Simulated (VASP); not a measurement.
A run of VASP 6.6.1 is set up as follows.

INCAR

```
SYSTEM = LiMg12
PREC     = Accurate       ! precision mode
ENCUT    = 650            ! plane-wave cutoff, eV
EDIFF    = 1E-6           ! SCF threshold, eV
ISMEAR   = 0              ! smearing method
SIGMA    = 0.1            ! smearing width, eV
LREAL    = .False.        ! projectors in reciprocal space
LASPH    = .True.         ! aspherical terms in the spheres
NELM     = 120            ! most SCF steps
ALGO     = Normal         ! electronic algorithm
ISIF     = 2              ! what is computed and relaxed
LWAVE    = .False.        ! write WAVECAR
LCHARG   = .False.        ! write CHGCAR
GGA      = PE             ! functional
NBANDS   = 26             ! bands
GGA_COMPAT= .False.
```

The input KPOINTS:

```
regular mesh
0
Gamma
  1 1 1
  0 0 0
```

The input POSCAR:

```
LiMg12
1.0
    6.4200000000      0.0000000000      0.0000000000
   -4.8150000000      8.3398250000      0.0000000000
    0.0000000000      0.0000000000      5.2130400000
Mg Li
12 1
Direct
   -0.0227329306      0.0051521465      0.0056015300
    0.1329481589      0.2090114601      0.4811279023
    0.0103820034      0.3360000959     -0.0252313429
    0.1566960545      0.5793945317      0.4237851618
   -0.0295647691      0.6398677430     -0.1158811365
    0.2574996724      0.9591937481      0.6034218038
    0.4803610472     -0.0167125809      0.0820400381
    0.6994091438      0.2537573630      0.4912810951
    0.4831347512      0.3116509039     -0.0116095407
    0.5676203575      0.5141708609      0.4915826466
    0.4983434138      0.6627220595     -0.0153369243
    0.6619608555      0.8869419922      0.5322794377
    0.9350488726      0.7671343224      1.3090799227
```

Potentials or basis: VASP PAW PBE potentials, release 64 (Mg, Li_sv).

Run with:

```bash
$ cat potpaw_PBE.64/Mg/POTCAR potpaw_PBE.64/Li_sv/POTCAR > POTCAR
$ mpirun -np 1 vasp_gam > vasp.out
```

(1) Predict the band gap on the k mesh.

(2) Estimate the largest force.

(3) Estimate the pressure.

Results:

(1) zero (an odd number of electrons rules out a gap without spin polarisation).

(2) 0.466 eV/Å.

(3) 4.1 GPa.

Caveat: the k points lie up to 1.21 Å⁻¹ apart, too coarse for converged energies and pressures of a metal.
